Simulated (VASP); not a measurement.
Set up this calculation in VASP 6.6.1, as the native input.

| Property | Result |
| --- | --- |
| Task | single point |
| Functional | PBE |
| Potentials or basis | VASP PAW PBE potentials, release 64 (Sb) |
| Cutoff | 520 eV |
| k mesh | 6 × 6 × 6 |
| Occupations | fermi-dirac, width 0.03 eV |
| Spin | no spin polarisation |
| Dipole correction | no |
| Further INCAR settings | ALGO = Normal; EDIFF = 1e-06; NBANDS = 12 |

The structure of Sb lies in POSCAR:

```
Sb
1.0
    2.1542000000      1.2437279499      3.7580000000
   -2.1542000000      1.2437279499      3.7580000000
    0.0000000000     -2.4874558998      3.7580000000
Sb
2
Direct
    0.7665100000      0.7665100000      0.7665100000
    0.2334900000      0.2334900000      0.2334900000
```

The input as run:

INCAR

```
  PREC = Accurate
  ENCUT = 520
  EDIFF = 1E-6
  ISMEAR = -1
  SIGMA = 0.03
  LREAL = F
  LASPH = T
  NELM = 100
  ALGO = Normal
  ISIF = 2
  LWAVE = F
  LCHARG = F
  GGA = PE
  NBANDS = 12
```

KPOINTS

```
regular mesh
0
Gamma
  6 6 6
```

Potentials or basis: VASP PAW PBE potentials, release 64 (Sb).

Command:

```sh
$ cat potpaw_PBE.64/Sb/POTCAR > POTCAR
$ mpirun -np 1 vasp_std > vasp.out
```

Results of the run:

| Item | Value |
| --- | --- |
| Pressure | 2.8 GPa |
| Largest force | 0.109 eV/Å |
| Band gap on the k mesh | zero (band 5 reaches 7.35 eV, above the bottom of band 6 at 7.08 eV) |

Caveat: spin-orbit coupling is left out, which moves the levels of the heavy elements.

Wall time 24 s on 1 thread of AMD EPYC 7R13 Processor (Zen 3), on a shared host, peak memory 0.17 GiB.
